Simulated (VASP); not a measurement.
Write the native input for VASP 6.6.1 that does the following.

```
Task                   : single point
Functional             : LDA
Potentials or basis    : VASP PAW LDA potentials, release 64 (I)
Cutoff                 : 520 eV
k mesh                 : 9 × 9 × 4
Occupations            : gaussian, width 0.01 eV
Spin                   : no spin polarisation
Dipole correction      : no
Further INCAR settings : ALGO = Normal; EDIFF = 1e-06; NBANDS = 22
```

The structure of I lies in POSCAR:

```
I
1.0
    3.5886574692     -2.1413150360      0.0000000000
    3.5886574692      2.1413150360      0.0000000000
    0.0000000000      0.0000000000      9.6272130010
I
4
Direct
    0.8254264989      0.1745735011      0.1231842597
    0.6745735011      0.3254264989      0.6231842597
    0.1745735011      0.8254264989      0.8768157403
    0.3254264989      0.6745735011      0.3768157403
```

One way to write it, as run:

INCAR

```
PREC = Accurate
ENCUT = 520
EDIFF = 1E-6
ISMEAR = 0
SIGMA = 0.01
LREAL = False
LASPH = True
NELM = 60
ALGO = Normal
ISIF = 2
LWAVE = False
LCHARG = False
GGA = CA
NBANDS = 22
```

KPOINTS

```
regular mesh
0
Gamma
  9 9 4
```

Potentials or basis: VASP PAW LDA potentials, release 64 (I).

Launch:

```bash
$ cat potpaw_LDA.64/I/POTCAR > POTCAR
$ mpirun -np 1 vasp_std > vasp.out
```

It gave:

| Quantity | Value |
| --- | --- |
| Pressure | 0.0 GPa |
| Largest force | 0.029 eV/Å |
| Band gap on the k mesh | 0.63 eV (least direct gap 0.98 eV) |

Caveat: spin-orbit coupling is left out, which moves the levels of the heavy elements; an odd mesh through Γ misses points on the zone boundary, where band edges can lie.

Run time: 3.3 min on 1 thread of Intel Xeon 8259CL, on a shared host, peak memory 0.32 GiB.
